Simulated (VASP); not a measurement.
# SnO: single point with PBE+D3(BJ)

Slab: SnO, a slab with vacuum.

```
Sn O
1.0
     3.76900    0.00000    0.00000
     0.00000    3.76900    0.00000
     0.00000    0.00000   30.63276
Sn O
2 2
Direct
  0.75000 0.25000 0.46344
  0.25000 0.75000 0.53656
  0.25000 0.25000 0.50000
  0.75000 0.75000 0.50000
```

- Program: VASP 6.6.1
- Task: single point
- Functional: PBE
- Dispersion: D3(BJ)
- Potentials or basis: VASP PAW PBE potentials, release 64 (Sn_d, O)
- Cutoff: 520 eV
- k mesh: 6 × 6 × 1
- Occupations: gaussian, width 0.02 eV
- Spin: no spin polarisation

* Largest force: 1.655 eV/Å
* Band gap on the k mesh: 2.90 eV, indirect (least direct gap 2.97 eV)
* Dispersion energy per atom: -0.142 eV
* Ionisation potential of the upper face: 5.48 eV

Forces in eV/Å, atoms in the order of the input:
```
Sn   0.000  0.000 -1.655
Sn   0.000  0.000  1.655
O    0.000  0.000  0.000
O    0.000  0.000  0.000
```

Levels at points of the mesh, in eV from the valence-band top:
```
           k point  band 17  band 18  band 19  band 20  band 21  band 22  band 23  band 24
(0.00, 0.00, 0.00)    -2.52    -2.26    -2.26    -0.06     2.90     3.10     5.26     5.37
(0.50, 0.00, 0.00)    -3.97    -3.97    -0.53    -0.53     3.25     3.25     5.90     5.90
(0.50, 0.50, 0.00)    -1.57    -1.57    -0.58    -0.58     3.24     3.24     5.41     5.41
```

Wall time 7.4 min on 1 thread of AMD EPYC 7R13 Processor (Zen 3), on a shared host, peak memory 0.43 GiB.

Caveat: spin-orbit coupling is left out, which moves the levels of the heavy elements.
